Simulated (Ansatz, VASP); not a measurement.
Two plane-wave programs on Se

The input INCAR:

```
  PREC = Accurate
  ENCUT = 520
  EDIFF = 1E-6
  ISMEAR = -1
  SIGMA = 0.1
  LREAL = False
  LASPH = True
  NELM = 60
  ALGO = Normal
  ISIF = 2
  LWAVE = False
  LCHARG = False
  GGA = B5
  ALDAX = 1.0
  AGGAX = 1.0
  AGGAC = 1.0
  ALDAC = 0.0
  NBANDS = 9
```

The input KPOINTS:

```
regular mesh
0
Gamma
  14 14 14
```

File POSCAR:

```
Se
1.0
   -1.8069322170      1.8069322170      1.8069322170
    1.8069322170     -1.8069322170      1.8069322170
    1.8069322170      1.8069322170     -1.8069322170
Se
1
Direct
    0.0000000000      0.0000000000      0.0000000000
```

Input for Ansatz:

```yaml
crystal:
  lattice:
    - [-1.806932217, 1.806932217, 1.806932217]
    - [1.806932217, -1.806932217, 1.806932217]
    - [1.806932217, 1.806932217, -1.806932217]
  atoms:
    - { symbol: Se, position: [0.0, 0.0, 0.0] }
hamiltonian:
  xc: blyp
  pseudopotentials:
    kind: paw
    azcp:
      Se: "pseudopotentials/Se.paw.azcp"
basis:
  ecutwfc: 420
  fft_grid_basis: typed
kpoints:
  mp_grid: { grid: [14, 14, 14], shift: [0, 0, 0] }
magnetization:
  spin_polarized: false
scf:
  occupations: { method: fermi_dirac, width: 0.1 }
  lower_state_search: "off"
output:
  stress: true
```

Alike in both runs: task single point; functional BLYP; k mesh 14 × 14 × 14; occupations fermi-dirac, width 0.1 eV; no spin polarisation.

```csv
,VASP,Ansatz
version,VASP 6.6.1,Ansatz 0.2.0
potentials or method,"VASP PAW PBE potentials, release 64 (Se), cutoff 520 eV","plane waves (420 eV) with PAW, scalar-relativistic"
valence electrons in the cell,6,16
```

|  | VASP | Ansatz | Ansatz less VASP |
| --- | --- | --- | --- |
| pressure (GPa) | -1.7 | -1.8 | -0.12 |

VASP's potentials were made for PBE, not for BLYP. VASP's potentials hold 6 valence electrons a cell and Ansatz's 16, so a difference there can come from the potentials and not from the codes.
